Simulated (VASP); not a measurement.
Write the native input for VASP 6.6.1 that does the following.

```yaml
Task: single point
Functional: LDA
Potentials_or_basis: VASP PAW LDA potentials, release 64 (Zn)
Cutoff: 400 eV
k_mesh: 16 × 16 × 1
Occupations: fermi-dirac, width 0.1 eV
Spin: no spin polarisation
Dipole_correction: yes
Further_INCAR_settings: ALGO = Normal; EDIFF = 1e-06; NBANDS = 19; NELMDL = -8
```

The structure of Zn lies in POSCAR:

```
Zn
1.0
    2.5745889075      0.0000000000      0.0000000000
   -1.2872944537      2.2296593982      0.0000000000
    0.0000000000      0.0000000000     24.5007000000
Zn
2
Direct
    0.8333333333      0.1666666667      0.4489677215
    0.1666666667      0.8333333333      0.5510322785
```

These files were run (other wordings do the same):

INCAR

```
  PREC = Accurate
  ENCUT = 400
  EDIFF = 1E-6
  ISMEAR = -1
  SIGMA = 0.1
  LREAL = False
  LASPH = True
  NELM = 120
  ALGO = Normal
  ISIF = 2
  LWAVE = False
  LCHARG = False
  LDIPOL = True
  IDIPOL = 3
  DIPOL = 0.5 0.5 0.500
  NBANDS = 19
  GGA_COMPAT = False
  NELMDL = -8
```

KPOINTS

```
Automatic mesh
0
Gamma
  16 16 1
```

Potentials or basis: VASP PAW LDA potentials, release 64 (Zn).

Command:

```sh
$ cat potpaw_LDA.64/Zn/POTCAR > POTCAR
$ mpirun -np 1 vasp_std > vasp.out
```

Results of the run:

```
Largest force          : 0.008 eV/Å
Band gap on the k mesh : zero (bands 12 and 13 overlap by 3.83 eV)
```

It took 2.6 min on 1 thread of Intel Xeon 8259CL, on a shared host, peak memory 0.19 GiB.
